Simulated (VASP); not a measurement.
Set up this calculation in VASP 6.6.1, as the native input.

```
Task                   : single point
Functional             : r2SCAN
Potentials or basis    : VASP PAW PBE potentials, release 64 (Ti_sv, P, O)
Cutoff                 : 520 eV
k mesh                 : 7 × 7 × 3
Occupations            : gaussian, width 0.01 eV
Spin                   : no spin polarisation
Dipole correction      : no
Further INCAR settings : ALGO = Normal; EDIFF = 1e-06; NBANDS = 36
```

The system is Ti3PO2.

```xyz
6
Lattice="3.1724 0.0000 0.0000 -1.5862 2.7474 0.0000 0.0000 0.0000 8.0228" Properties=species:S:1:pos:R:3 pbc="T T T"
Ti    0.0011    0.0328   -0.0185
Ti    1.5825    0.9206    2.3310
Ti   -0.0669    1.8174    5.6411
P    -0.0297    0.0234    3.9701
O     1.5244    0.8800    6.8219
O    -0.0314    1.8582    1.1039
```

These files were run (other wordings do the same):

POSCAR

```
Ti3PO2
1.0
    3.1724101510      0.0000000000      0.0000000000
   -1.5862050755      2.7473877820      0.0000000000
    0.0000000000      0.0000000000      8.0228210000
Ti P O
3 1 2
Direct
    0.0063260000      0.0119380000     -0.0023080000
    0.6663750000      0.3350840000      0.2905500000
    0.3096740000      0.6614990000      0.7031260000
   -0.0050960000      0.0085090000      0.4948450000
    0.6406770000      0.3203160000      0.8503140000
    0.3282720000      0.6763660000      0.1376010000
```

INCAR.step1

```
PREC     = Accurate       # precision mode
ENCUT    = 520            # plane-wave cutoff, eV
ISMEAR   = 0              # smearing method
SIGMA    = 0.01           # smearing width, eV
LREAL    = F              # projectors in reciprocal space
LASPH    = T              # aspherical terms in the spheres
NELM     = 100            # most SCF steps
NBANDS   = 36             # bands
GGA      = PE             # functional
ALGO     = Normal         # electronic algorithm
EDIFF    = 1E-4           # SCF threshold, eV
LWAVE    = T              # write WAVECAR
LCHARG   = F              # write CHGCAR
```

INCAR.step2

```
PREC     = Accurate       # precision mode
ENCUT    = 520            # plane-wave cutoff, eV
EDIFF    = 1E-6           # SCF threshold, eV
ISMEAR   = 0              # smearing method
SIGMA    = 0.01           # smearing width, eV
LREAL    = F              # projectors in reciprocal space
LASPH    = T              # aspherical terms in the spheres
NELM     = 100            # most SCF steps
ALGO     = Normal         # electronic algorithm
ISIF     = 2              # what is computed and relaxed
LWAVE    = F              # write WAVECAR
LCHARG   = F              # write CHGCAR
METAGGA  = R2SCAN         # meta-GGA
LMIXTAU  = T            
NBANDS   = 36             # bands
ISTART   = 1
```

KPOINTS

```
Automatic mesh
0
Gamma
  7 7 3
```

Potentials or basis: VASP PAW PBE potentials, release 64 (Ti_sv, P, O).

The run is started by

```bash
$ cat potpaw_PBE.64/Ti_sv/POTCAR potpaw_PBE.64/P/POTCAR potpaw_PBE.64/O/POTCAR > POTCAR
$ cp INCAR.step1 INCAR
$ mpirun -np 1 vasp_std > vasp.out
$ cp INCAR.step2 INCAR
$ mpirun -np 1 vasp_std > vasp.out
```

It gave:

```json
{
 "Pressure": "-1.9 GPa",
 "Largest force": "0.527 eV/Å",
 "Band gap on the k mesh": "zero (an odd number of electrons rules out a gap without spin polarisation)"
}
```

Caveat: the PAW data sets were made with another functional, which shifts forces and pressure a little; an odd number of electrons without spin polarisation forces a metal; a magnetic or distorted state may lie lower.

Wall time 8.9 min on 1 thread of Intel(R) Xeon(R) Platinum 8488C (Sapphire Rapids), with other jobs on the host, peak memory 0.29 GiB.
